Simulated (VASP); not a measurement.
Wanted: the native input for a VASP 6.6.1 run.

| Quantity | Value |
| --- | --- |
| Task | single point |
| Functional | PBE |
| Potentials or basis | VASP PAW PBE potentials, release 64 (Ta_pv, N) |
| Cutoff | 520 eV |
| k mesh | 10 × 10 × 6 |
| Occupations | fermi-dirac, width 0.05 eV |
| Spin | no spin polarisation |
| Dipole correction | no |
| Further INCAR settings | ALGO = Normal; EDIFF = 1e-06; NBANDS = 24 |

The structure of TaN lies in POSCAR:

```
TaN
1.0
    3.0480018400      0.0000000000      0.0000000000
   -1.5240009200      2.6396470300      0.0000000000
    0.0000000000      0.0000000000      4.9179997800
Ta N
2 2
Direct
    0.0000000000      0.0000000000      0.0000000000
    0.0000000000      0.0000000000      0.5000000000
    0.3333333333      0.6666666667      0.2500000000
    0.6666666667      0.3333333333      0.7500000000
```

These files were run (other wordings do the same):

INCAR

```
PREC = Accurate ; ENCUT = 520
EDIFF = 1E-6 ; ISMEAR = -1
SIGMA = 0.05 ; LREAL = F
LASPH = T ; NELM = 100
ALGO = Normal ; ISIF = 2
LWAVE = F ; LCHARG = T
GGA = PE ; LELF = T
LVHAR = T ; NBANDS = 24
```

KPOINTS

```
Automatic mesh
0
Gamma
  10 10 6
```

Potentials or basis: VASP PAW PBE potentials, release 64 (Ta_pv, N).

Run with:

```console
$ cat potpaw_PBE.64/Ta_pv/POTCAR potpaw_PBE.64/N/POTCAR > POTCAR
$ mpirun -np 1 vasp_std > vasp.out
```

It gave:

| Item | Value |
| --- | --- |
| Pressure | 60.9 GPa |
| Band gap on the k mesh | zero (band 16 reaches 10.72 eV, above the bottom of band 17 at 8.05 eV) |

Caveat: spin-orbit coupling is left out, which moves the levels of the heavy elements.

Wall time 44 s on 1 thread of Intel(R) Xeon(R) Platinum 8259CL CPU @ 2.50GHz (Skylake/Cascade Lake), on a shared host, peak memory 0.19 GiB.
